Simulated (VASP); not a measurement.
# Mg5Se2 in VASP: notebook, part 2 of 2

VASP 6.6.1. Earlier steps stand in the parts before.

## (4) Relaxation of cell and atoms, PBE

This run uses another cell than the first one, of 19.29 Å³/atom.

INCAR

```
PREC = Accurate
ENCUT = 600
EDIFF = 1E-6
ISMEAR = 0
SIGMA = 0.2
LREAL = F
LASPH = T
NELM = 80
ALGO = Normal
ISIF = 3
LWAVE = F
LCHARG = F
GGA = PE
IBRION = 2
NSW = 36
EDIFFG = -0.08
```

KPOINTS

```
regular mesh
0
Gamma
  5 5 2
```

POSCAR

```
Mg5Se2
1.0
    3.6000000000      0.0000000000      0.0000000000
   -1.8000000000      3.1176914500      0.0000000000
    0.0000000000      0.0000000000     12.0300000000
Mg Se
5 2
Direct
    0.0000000000      0.0000000000      0.0000000000
    0.6666666700      0.3333333300      0.2700000000
    0.3333333300      0.6666666700      0.7300000000
    0.6666666700      0.3333333300      0.5800000000
    0.3333333300      0.6666666700      0.4200000000
    0.6666666700      0.3333333300      0.8650000000
    0.3333333300      0.6666666700      0.1350000000
```

Command:

```
> cat potpaw_PBE.64/Mg/POTCAR potpaw_PBE.64/Se/POTCAR > POTCAR
> mpirun -np 1 vasp_std > vasp.out
```

Wall time 2.3 min (1 thread of Intel Xeon 6975P-C (Granite Rapids), shared host); peak memory 0.29 GiB.

Results (log left out):

| Quantity | Value |
| --- | --- |
| Free energy | -18.2282 eV |
| Relaxed volume | 23.92 Å³/atom |
| Relaxed cell | a = 3.763 Å, b = 3.763 Å, c = 13.651 Å, α = 90.00°, β = 90.00°, γ = 120.00° |
| Space group after relaxing (to 0.1 Å) | P-3m1 (No. 164) |
| Energy gained by relaxing | 193.4 meV/atom |
| Ionic steps | 12 |
| Pressure after relaxing | 0.0 GPa |
| Largest force after relaxing | 0.056 eV/Å |
| Band gap on the k mesh | zero (bands 11 and 12 overlap by 0.29 eV) |

Forces in eV/Å, atoms in the order of the input:
```
Mg   0.000  0.000  0.000
Mg   0.000  0.000  0.045
Mg   0.000  0.000 -0.045
Mg   0.000  0.000  0.056
Mg   0.000  0.000 -0.056
Se   0.000  0.000 -0.028
Se   0.000  0.000  0.028
```

Stress tensor (GPa, compression positive):
```
 0.05  0.00  0.00
 0.00  0.05  0.00
 0.00  0.00 -0.12
```

Step by step:
| step | energy change (eV) | largest force (eV/Å) | pressure (GPa) | volume (Å³) |
| --- | --- | --- | --- | --- |
| 1 | 0.0000 | 1.1079 | 11.34 | 135.02 |
| 2 | -0.9670 | 0.9020 | -0.09 | 163.50 |
| 3 | -0.9692 | 0.8951 | -0.49 | 165.20 |
| 4 | -1.0484 | 0.6878 | -0.32 | 164.95 |
| 5 | -1.1793 | 0.5151 | 0.40 | 164.21 |
| 6 | -1.1857 | 0.5893 | 0.66 | 164.00 |
| 7 | -1.2541 | 0.5032 | 0.19 | 166.03 |
| 8 | -1.3284 | 0.2668 | -0.66 | 170.27 |
| 9 | -1.3308 | 0.2148 | -0.81 | 171.15 |
| 10 | -1.3507 | 0.1167 | 0.07 | 167.29 |
| 11 | -1.3509 | 0.1147 | 0.15 | 166.94 |
| 12 | -1.3537 | 0.0558 | -0.01 | 167.43 |

Final structure:
```cif
data_structure
_symmetry_space_group_name_H-M 'P 1'
_symmetry_Int_Tables_number 1
_cell_length_a 3.7633
_cell_length_b 3.7633
_cell_length_c 13.6509
_cell_angle_alpha 90.000
_cell_angle_beta 90.000
_cell_angle_gamma 120.000
_cell_volume 167.43
loop_
_atom_site_label
_atom_site_type_symbol
_atom_site_fract_x
_atom_site_fract_y
_atom_site_fract_z
_atom_site_occupancy
Mg1 Mg 0.00000 0.00000 0.00000 1
Mg2 Mg 0.66667 0.33333 0.23876 1
Mg3 Mg 0.33333 0.66667 0.76124 1
Mg4 Mg 0.66667 0.33333 0.58606 1
Mg5 Mg 0.33333 0.66667 0.41394 1
Se1 Se 0.66667 0.33333 0.88072 1
Se2 Se 0.33333 0.66667 0.11928 1
```

Levels at points of the mesh, in eV from the Fermi level:
| k point | band 7 | band 8 | band 9 | band 10 | band 11 | band 12 | band 13 | band 14 | band 15 |
| --- | --- | --- | --- | --- | --- | --- | --- | --- | --- |
| (0.00, 0.00, 0.00) | -1.67 | -1.67 | -1.57 | -1.42 | -1.42 | 2.36 | 2.41 | 3.20 | 5.25 |
| (0.00, 0.00, 0.50) | -1.67 | -1.67 | -1.42 | -1.42 | -0.58 | 1.11 | 2.83 | 3.65 | 5.45 |

Caveat: the k points lie up to 0.39 Å⁻¹ apart in the final cell; the volume moved by over 15 % at a fixed basis, so the end points are rough; semilocal functionals underestimate gaps, so a narrow gap can read as zero; the relaxation stopped at a loose force limit of 0.08 eV/Å, so its end isn't a converged minimum.

## (5) Single point, PBE

This run uses another cell than the first one, of 23.83 Å³/atom.

INCAR

```
SYSTEM = Mg5Se2
ALGO = Normal
EDIFF = 1E-6
ENCUT = 520
GGA = PE
ISIF = 2
ISMEAR = 0
LASPH = .TRUE.
LCHARG = .FALSE.
LREAL = .FALSE.
LWAVE = .FALSE.
NBANDS = 20
NELM = 60
PREC = Accurate
SIGMA = 0.2
```

KPOINTS

```
k-points
0
G
  6 6 2
  0 0 0
```

POSCAR

```
Mg5Se2
1.0
    3.7407736549     -0.0001591200      0.0016645216
   -1.8705776324      3.2374016097     -0.0022938267
    0.0057011864     -0.0110991344     13.7747171077
Mg Se
5 2
Direct
    0.9999512929      0.0013125041     -0.0000506912
    0.6669268394      0.3343481695      0.2386006451
    0.3338502679      0.6664466138      0.7613059543
    0.6662532374      0.3299058675      0.5847185003
    0.3331879029      0.6644257784      0.4155513660
    0.6666235342      0.3343094026      0.8811800150
    0.3332069252      0.6692516643      0.1186942106
```

Command:

```
> cat potpaw_PBE.64/Mg/POTCAR potpaw_PBE.64/Se/POTCAR > POTCAR
> mpirun -np 1 vasp_std > vasp.out
```

Wall time 56 s (1 thread of Intel Xeon 6975P-C (Granite Rapids), shared host); peak memory 0.34 GiB.

Results (log left out):

- Free energy: -18.2690 eV
- Pressure: 0.0 GPa
- Largest force: 0.019 eV/Å
- Band gap on the k mesh: zero (bands 11 and 12 overlap by 0.51 eV)

Forces in eV/Å, atoms in the order of the input:
```
Mg  -0.002  0.003 -0.001
Mg  -0.006  0.007 -0.008
Mg  -0.004 -0.002  0.013
Mg  -0.001  0.005 -0.015
Mg   0.000 -0.001  0.008
Se   0.005 -0.003 -0.011
Se   0.008 -0.011  0.014
```

Stress tensor (GPa, compression positive):
```
-0.04  0.01 -0.01
 0.01  0.01  0.01
-0.01  0.01 -0.10
```

Levels at points of the mesh, in eV from the Fermi level:
```tsv
k point	band 9	band 10	band 11	band 12	band 13	band 14
(0.00, 0.00, 0.00)	-1.54	-1.29	-1.28	2.39	2.43	3.27
(0.50, 0.00, 0.00)	-1.92	-1.62	-0.68	-0.56	1.08	1.32
(0.00, 0.50, 0.00)	-1.91	-1.62	-0.69	-0.55	1.09	1.32
(0.50, 0.50, 0.00)	-1.92	-1.63	-0.67	-0.56	1.07	1.32
(0.00, 0.00, 0.50)	-1.29	-1.28	-0.65	1.07	2.99	3.69
(0.50, 0.00, 0.50)	-2.00	-1.65	-0.48	-0.38	0.78	0.99
(0.00, 0.50, 0.50)	-2.00	-1.65	-0.48	-0.37	0.77	0.99
(0.50, 0.50, 0.50)	-2.00	-1.65	-0.48	-0.39	0.79	0.99
```

Caveat: semilocal functionals underestimate gaps, so a narrow gap can read as zero.

## (6) Single point, PBE

This run uses another cell than the first one, of the same volume but with other edges.

INCAR, as its differences from that of step 5:

```diff
@@ -12,4 +12,4 @@
 NBANDS = 20
-NELM = 60
+NELM = 80
 PREC = Accurate
-SIGMA = 0.2
+SIGMA = 0.1
```

KPOINTS

```
k-points
0
G
  12 12 4
  0 0 0
```

POSCAR

```
Mg5Se2
1.0
    3.7298654310      0.0000000000      0.0000000000
   -1.8649327155      3.2301582159      0.0000000000
    0.0000000000      0.0000000000     13.9304922806
Mg Se
5 2
Direct
    0.0000000000      0.0000000000      0.0000000000
    0.6666666667      0.3333333333      0.2358828240
    0.3333333333      0.6666666667      0.7641171760
    0.6666666667      0.3333333333      0.5881176891
    0.3333333333      0.6666666667      0.4118823109
    0.6666666667      0.3333333333      0.8822272879
    0.3333333333      0.6666666667      0.1177727121
```

Potentials or basis: VASP PAW PBE potentials, release 64 (Mg, Se).

Command:

```
> cat potpaw_PBE.64/Mg/POTCAR potpaw_PBE.64/Se/POTCAR > POTCAR
> mpirun -np 1 vasp_std > vasp.out
```

OUTCAR:

```text
SYSTEM = Mg5Se2
   EDIFF = 1E-6
   ENCUT = 520
   GGA = PE
   ISIF = 2
   ISMEAR = 0
   LASPH = .TRUE.
   LREAL = .FALSE.
   NELM = 80
   PREC = Accurate

 ion  position               nearest neighbor table
   1  0.000  0.000  0.000-   6 2.71   7 2.71   7 2.71   6 2.71   6 2.71   7 2.71
   2  0.667  0.333  0.236-   7 2.71   7 2.71   7 2.71   5 3.26   5 3.26   5 3.26
   3  0.333  0.667  0.764-   6 2.71   6 2.71   6 2.71   4 3.26   4 3.26   4 3.26
   4  0.667  0.333  0.588-   3 3.26   3 3.26   3 3.26   5 3.27   5 3.27   5 3.27
   5  0.333  0.667  0.412-   2 3.26   2 3.26   2 3.26   4 3.27   4 3.27   4 3.27
   6  0.667  0.333  0.882-   1 2.71   1 2.71   1 2.71   3 2.71   3 2.71   3 2.71
   7  0.333  0.667  0.118-   1 2.71   1 2.71   1 2.71   2 2.71   2 2.71   2 2.71

  LATTYP: Found a hexagonal cell.
 ALAT       =     3.7298654310
 C/A-ratio  =     3.7348511731

  Lattice vectors:

 A1 = (   3.7298654310,   0.0000000000,   0.0000000000)
 A2 = (  -1.8649327155,   3.2301582159,   0.0000000000)
 A3 = (   0.0000000000,   0.0000000000,  13.9304922806)

Analysis of symmetry for initial positions (statically):
=====================================================================
 Subroutine PRICEL returns:
 Original cell was already a primitive cell.

 Routine SETGRP: Setting up the symmetry group for a
 hexagonal supercell.

 Subroutine GETGRP returns: Found 12 space group operations
 (whereof 12 operations were pure point group operations)
 out of a pool of 24 trial point group operations.

The static configuration has the point symmetry D_3d.

Analysis of symmetry for dynamics (positions and initial velocities):
=====================================================================
 Subroutine PRICEL returns:
 Original cell was already a primitive cell.

 Routine SETGRP: Setting up the symmetry group for a
 hexagonal supercell.

 Subroutine GETGRP returns: Found 12 space group operations
 (whereof 12 operations were pure point group operations)
 out of a pool of 24 trial point group operations.

The dynamic configuration has the point symmetry D_3d.

 Subroutine INISYM returns: Found 12 space group operations
 (whereof 12 operations are pure point group operations),
 and found     1 'primitive' translations

----------------------------------------------------------------------------------------

                                     Primitive cell

  volume of cell :     167.8353

  direct lattice vectors                    reciprocal lattice vectors
     3.729865431  0.000000000  0.000000000     0.268106187  0.154791179  0.000000000
    -1.864932715  3.230158216  0.000000000     0.000000000  0.309582359  0.000000000
     0.000000000  0.000000000 13.930492281     0.000000000  0.000000000  0.071784972

  length of vectors
     3.729865431  3.729865431 13.930492281     0.309582359  0.309582359  0.071784972

  position of ions in fractional coordinates (direct lattice)
     0.000000000  0.000000000  0.000000000
     0.666666667  0.333333333  0.235882824
     0.333333333  0.666666667  0.764117176
     0.666666667  0.333333333  0.588117689
     0.333333333  0.666666667  0.411882311
     0.666666667  0.333333333  0.882227288
     0.333333333  0.666666667  0.117772712

  ion indices of the primitive-cell ions
   primitive index   ion index
                 1           1
[... 38 lines left out ...]
  0.250000  0.000000  0.000000      6.000000
  0.333333  0.000000  0.000000      6.000000
  0.416667  0.000000  0.000000      6.000000
[... 16 lines left out ...]
  0.166667  0.000000  0.250000      6.000000
  0.000000  0.166667  0.250000      6.000000
 [... further k-points ...]
   k-points           NKPTS =     69   k-points in BZ     NKDIM =     69   number of bands    NBANDS=     20
   number of dos      NEDOS =    301   number of ions     NIONS =      7
   total plane-waves  NPLWV =  84672
   dimension x,y,z NGX =    28 NGY =   28 NGZ =  108
   dimension x,y,z NGXF=    56 NGYF=   56 NGZF=  216
   ions per type =               5   2
   NGX,Y,Z   is equivalent  to a cutoff of  12.48, 12.48, 12.89 a.u.
   NGXF,Y,Z  is equivalent  to a cutoff of  24.96, 24.96, 25.78 a.u.
 SYSTEM =  Mg5Se2
   PREC   = accura    normal or accurate (medium, high low for compatibility)
   ISTART =      0    job   : 0-new  1-cont  2-samecut
   ICHARG =      2    charge: 1-file 2-atom 10-const
   ISPIN  =      1    spin polarized calculation?
   LNONCOLLINEAR =      F non collinear calculations
   LSORBIT =      F    spin-orbit coupling
   LASPH  =      T    aspherical Exc in radial PAW
   ENCUT  =  520.0 eV  38.22 Ry    6.18 a.u.   6.94  6.94 25.90*2*pi/ulx,y,z
   NELM   =     80;   NELMIN=  2; NELMDL= -5     # of ELM steps
   EDIFF  = 0.1E-05   stopping-criterion for ELM
   LREAL  =      F    real-space projection
   EDIFFG = 0.1E-04   stopping-criterion for IOM
   NSW    =      0    number of steps for IOM
   IBRION =     -1    ionic relax: 0-MD 1-quasi-New 2-CG
   NFREE  =      0    steps in history (QN), initial steepest desc. (CG)
   ISIF   =      2    stress and relaxation
   ISYM   =      2    0-nonsym 1-usesym 2-fastsym
   POTIM  = 0.5000    time-step for ionic-motion
   TEBEG  =    0.0;   TEEND  =   0.0 temperature during run
   PSTRESS=    0.0 pullay stress
   NELECT =      22.0000    total number of electrons
   NUPDOWN=      -1.0000    fix difference up-down
   EMIN   =  10.00;   EMAX   =-10.00  energy-range for DOS
   EFERMI =   0.00;   METHOD = LEGACY
   ISMEAR =     0;   SIGMA  =   0.10  broadening in eV -4-tet -1-fermi 0-gaus
   EFERMI_NEDOS =   21; number of points for ismear=-14 and -15
   IALGO  =     38    algorithm
   IMIX   =      4    mixing-type and parameters
     AMIX     =   0.40;   BMIX     =  1.00
     AMIX_MAG =   1.60;   BMIX_MAG =  1.00
  volume/ion in A,a.u.               =      23.98       161.80
  Fermi-wavevector in a.u.,A,eV,Ry     =   0.831613  1.571521  9.409519  0.691580
  Thomas-Fermi vector in A             =   1.944529
   LORBIT       =      0    0 simple, 1 ext, 2 COOP (PROOUT), +10 PAW based schemes
   GGA     = PE    functional components
   LHFCALC =     F    Hartree Fock is set to
   AEXX    =    0.0000 exact exchange contribution
   IVDW    =     0    specifies the selected vdW correction
   LEPSILON=     F    determine dielectric tensor
   LRPA    =     F    only Hartree local field effects (RPA)
 non-spin polarized calculation
 Gauss-broadening in eV      SIGMA  =   0.10
  energy-cutoff  :      520.00
  volume of cell :      167.84
 maximum number of plane-waves:      4544
   NGX = 13   NGY = 13   NGZ = 51

 number of electron      21.9999997 magnetization

 Free energy of the ion-electron system (eV)
  ---------------------------------------------------
  ext. energy  EPLUGINS =         0.00000000
  ---------------------------------------------------
  free energy    TOTEN  =       -18.25701016 eV

  energy without entropy =      -18.24766297  energy(sigma->0) =      -18.25233656

 E-fermi :   3.0422     XC(G=0):  -8.6039

 val. band max:        3.0320292782   @ k =   0.2500   0.1667   0.5000
 cond. band min:       3.1074947199   @ k =  -0.0833   0.5000   0.2500
 fundamental gap:      0.0754654417
 Fermi energy:         3.0422162460

 k-point     1 :       0.0000    0.0000    0.0000
  band No.  band energies     occupation
      1     -11.2531      2.00000
      2     -10.7569      2.00000
      3      -3.3707      2.00000
      4      -2.0867      2.00000
      5      -2.0554      2.00000
      6       0.4337      2.00000
[... 541 lines left out ...]
     19       8.7620      0.00000
     20       8.8394      0.00000

 [... further k-points ...]

------------------------ aborting loop because EDIFF is reached ----------------------------------------

  FORCE on cell =-STRESS in cart. coord.  units (eV):
  Direction    XX          YY          ZZ          XY          YZ          ZX
  --------------------------------------------------------------------------------------
  -------------------------------------------------------------------------------------
  Total       -0.1302251     -0.1302251     -0.1206718      0.0000000      0.0000000      0.0000000
  in kB       -1.2431450     -1.2431450     -1.1519482      0.0000000      0.0000000      0.0000000
  external PRESSURE =      -1.2127461 kB  Pullay stress =       0.0000000 kB

 VOLUME and BASIS-vectors are now :
 -----------------------------------------------------------------------------
  energy-cutoff  :      520.00
  volume of cell :      167.84
      direct lattice vectors                 reciprocal lattice vectors
     3.729865431  0.000000000  0.000000000     0.268106187  0.154791179  0.000000000
    -1.864932715  3.230158216  0.000000000     0.000000000  0.309582359  0.000000000
     0.000000000  0.000000000 13.930492281     0.000000000  0.000000000  0.071784972

 POSITION                                       TOTAL-FORCE (eV/Angst)
 -----------------------------------------------------------------------------------
      0.00000      0.00000      0.00000        -0.000000      0.000000      0.000000
      1.86493      1.07672      3.28596         0.000000      0.000000     -0.003593
     -0.00000      2.15344     10.64453         0.000000     -0.000000      0.003593
      1.86493      1.07672      8.19277        -0.000000     -0.000000      0.002878
     -0.00000      2.15344      5.73772        -0.000000      0.000000     -0.002878
      1.86493      1.07672     12.28986        -0.000000      0.000000      0.002493
     -0.00000      2.15344      1.64063        -0.000000     -0.000000     -0.002493
 -----------------------------------------------------------------------------------
    total drift:                                0.000000      0.000000      0.000000

  FREE ENERGIE OF THE ION-ELECTRON SYSTEM (eV)
  ---------------------------------------------------
  free  energy   TOTEN  =       -18.2570101572 eV

  energy  without entropy=      -18.2476629727  energy(sigma->0) =      -18.25233656
```

It took 93 s on 1 thread of Intel Xeon 6975P-C (Granite Rapids), shared host; peak memory 0.4 GiB.

What came out:

| Item | Value |
| --- | --- |
| Free energy | -18.2570 eV |
| Pressure | -0.1 GPa |
| Largest force | 0.004 eV/Å |
| Band gap on the k mesh | zero (bands 11 and 12 overlap by 1.20 eV) |

Forces on the atoms (eV/Å):
```
Mg   0.000  0.000  0.000
Mg   0.000  0.000 -0.004
Mg   0.000  0.000  0.004
Mg   0.000  0.000  0.003
Mg   0.000  0.000 -0.003
Se   0.000  0.000  0.002
Se   0.000  0.000 -0.002
```

Levels at points of the mesh, in eV from the Fermi level:
| k point | band 7 | band 8 | band 9 | band 10 | band 11 | band 12 | band 13 | band 14 | band 15 | band 16 |
| --- | --- | --- | --- | --- | --- | --- | --- | --- | --- | --- |
| (0.00, 0.00, 0.00) | -1.77 | -1.55 | -1.55 | -1.29 | -1.29 | 2.17 | 2.35 | 3.22 | 5.01 | 5.64 |
| (0.50, 0.00, 0.00) | -2.72 | -2.23 | -1.96 | -1.68 | -0.77 | -0.65 | 1.00 | 1.20 | 2.07 | 2.81 |
| (0.00, 0.00, 0.50) | -1.55 | -1.55 | -1.29 | -1.29 | -0.82 | 0.90 | 3.00 | 3.58 | 5.27 | 5.64 |
| (0.50, 0.00, 0.50) | -2.72 | -2.23 | -2.04 | -1.70 | -0.58 | -0.47 | 0.69 | 0.90 | 2.25 | 2.95 |

## (7) Summary

```tsv
task	cell	k mesh	cutoff (eV)	smearing	gap on the mesh (eV)	pressure (GPa)	largest force (eV/Å)
single point	a = 3.768, b = 3.768, c = 13.630 Å, angles 90.0, 90.0, 120.0°, 7 atoms, atomic positions A	5 × 5 × 2	520	gaussian 0.2 eV	none	0.0	0.07
single point	a = 3.730, b = 3.730, c = 13.930 Å, angles 90.0, 90.0, 120.0°, 7 atoms, atomic positions B	6 × 6 × 2	520	gaussian 0.2 eV	none	-0.2	0.13
relaxation of cell and atoms	relaxed from a = 3.600, b = 3.600, c = 12.030 Å, angles 90.0, 90.0, 120.0°, 7 atoms, atomic positions C	5 × 5 × 2	600	gaussian 0.2 eV	none	0.0	0.06
single point	a = 3.741, b = 3.739, c = 13.775 Å, angles 90.1, 90.0, 120.0°, 7 atoms, atomic positions D	6 × 6 × 2	520	gaussian 0.2 eV	none	0.0	0.02
single point	a = 3.730, b = 3.730, c = 13.930 Å, angles 90.0, 90.0, 120.0°, 7 atoms, atomic positions B	12 × 12 × 4	520	gaussian 0.1 eV	none	-0.1	-
```

Alike in all rows: level PBE; potentials or basis VASP PAW PBE potentials, release 64 (Mg, Se); no spin polarisation.

Caveats: some runs use coarse meshes; semilocal functionals underestimate gaps, so a narrow gap can read as zero (at least some runs); the volume moved by over 15 % at a fixed basis, so the end points are rough (at least some runs); the relaxation stopped at a loose force limit of 0.08 eV/Å, so its end isn't a converged minimum (at least some runs).

Absolute energies hang on the potentials; compare differences alone.
